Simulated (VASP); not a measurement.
Here is a VASP 6.6.1 calculation.

File INCAR:

```
PREC     = Accurate       # precision mode
ENCUT    = 520            # plane-wave cutoff, eV
EDIFF    = 1E-6           # SCF threshold, eV
ISMEAR   = 0              # smearing method
SIGMA    = 0.15           # smearing width, eV
LREAL    = F              # projectors in reciprocal space
LASPH    = T              # aspherical terms in the spheres
NELM     = 60             # most SCF steps
ALGO     = Normal         # electronic algorithm
ISIF     = 2              # what is computed and relaxed
LWAVE    = F              # write WAVECAR
LCHARG   = F              # write CHGCAR
GGA      = PS             # functional
NBANDS   = 14             # bands
```

Contents of KPOINTS:

```
regular mesh
0
Gamma
  12 12 12
```

File POSCAR:

```
HfN
1.0
    0.0000000000      2.4335341244      2.4335341244
    2.4335341244      0.0000000000      2.4335341244
    2.4335341244      2.4335341244      0.0000000000
Hf N
1 1
Direct
    0.0000000000      0.0000000000      0.0000000000
    0.7500000000      0.7500000000      0.7500000000
```

Potentials or basis: VASP PAW PBE potentials, release 64 (Hf_pv, N).

Launch:

```bash
$ cat potpaw_PBE.64/Hf_pv/POTCAR potpaw_PBE.64/N/POTCAR > POTCAR
$ mpirun -np 1 vasp_std > vasp.out
```

Predict the pressure.

-0.8 GPa.

Caveat: the PAW data sets were made with another functional, which shifts forces and pressure a little.
